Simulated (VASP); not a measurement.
Input of a VASP 6.6.1 run:

Contents of INCAR:

```
SYSTEM = BN
  PREC = Accurate
  ENCUT = 520
  EDIFF = 1E-6
  ISMEAR = 0
  SIGMA = 0.01
  LREAL = Auto
  LASPH = .TRUE.
  NELM = 100
  ALGO = Normal
  ISIF = 2
  LWAVE = .FALSE.
  LCHARG = .FALSE.
  GGA = PE
  NBANDS = 126
```

KPOINTS

```
regular mesh
0
G
  2 2 2
  0 0 0
```

File POSCAR:

```
BN
1.0
    0.0000000000      0.0000000000      8.3612182313
    7.5364148001     -4.3511511137      0.0000000000
    0.0000000001      8.7023022272      0.0000000000
B N
24 24
Direct
    0.0000000000      0.1666666667      0.3333333333
    0.0000000000      0.6666666667      0.3333333333
    0.0000000000      0.5000000000      0.5000000000
    0.0000000000      0.3333333333      0.6666666667
    0.0000000000      0.1666666667      0.8333333333
    0.0000000000      0.0000000000      0.5000000000
    0.0000000000      0.8333333333      0.6666666667
    0.0000000000      0.6666666667      0.8333333333
    0.0000000000      0.5000000000      0.0000000000
    0.0000000000      0.3333333333      0.1666666667
    0.0000000000      0.0000000000      0.0000000000
    0.0000000000      0.8333333333      0.1666666667
    0.5000000000      0.0000000000      0.1666666667
    0.5000000000      0.5000000000      0.1666666667
    0.5000000000      0.3333333333      0.3333333333
    0.5000000000      0.1666666667      0.5000000000
    0.5000000000      0.0000000000      0.6666666667
    0.5000000000      0.8333333333      0.3333333333
    0.5000000000      0.6666666667      0.5000000000
    0.5000000000      0.5000000000      0.6666666667
    0.5000000000      0.3333333333      0.8333333333
    0.5000000000      0.1666666667      0.0000000000
    0.5000000000      0.8333333333      0.8333333333
    0.5000000000      0.6666666667      0.0000000000
    0.0000000000      0.0000000000      0.1666666667
    0.0000000000      0.5000000000      0.1666666667
    0.0000000000      0.3333333333      0.3333333333
    0.0000000000      0.1666666667      0.5000000000
    0.0000000000      0.0000000000      0.6666666667
    0.0000000000      0.8333333333      0.3333333333
    0.0000000000      0.6666666667      0.5000000000
    0.0000000000      0.5000000000      0.6666666667
    0.0000000000      0.3333333333      0.8333333333
    0.0000000000      0.1666666667      0.0000000000
    0.0000000000      0.8333333333      0.8333333333
    0.0000000000      0.6666666667      0.0000000000
    0.5000000000      0.1666666667      0.1666666667
    0.5000000000      0.6666666667      0.1666666667
    0.5000000000      0.5000000000      0.3333333333
    0.5000000000      0.3333333333      0.5000000000
    0.5000000000      0.1666666667      0.6666666667
    0.5000000000      0.0000000000      0.3333333333
    0.5000000000      0.8333333333      0.5000000000
    0.5000000000      0.6666666667      0.6666666667
    0.5000000000      0.5000000000      0.8333333333
    0.5000000000      0.3333333333      0.0000000000
    0.5000000000      0.0000000000      0.8333333333
    0.5000000000      0.8333333333      0.0000000000
```

Potentials or basis: VASP PAW PBE potentials, release 64 (B, N).

The run is started by

```bash
$ cat potpaw_PBE.64/B/POTCAR potpaw_PBE.64/N/POTCAR > POTCAR
$ mpirun -np 1 vasp_std > vasp.out
```

Q: What does it give for the band gap on the k mesh?

A: 4.38 eV.

Q: Predict the pressure.

A: 0.1 GPa.

Stress tensor (GPa, compression positive):
```
 0.16  0.00  0.00
 0.00  0.16  0.00
 0.00  0.00 -0.08
```

Caveat: this functional lacks dispersion, which binds the layers, so the pressure and a relaxed spacing across them are unreliable. A k mesh can miss the band edges.
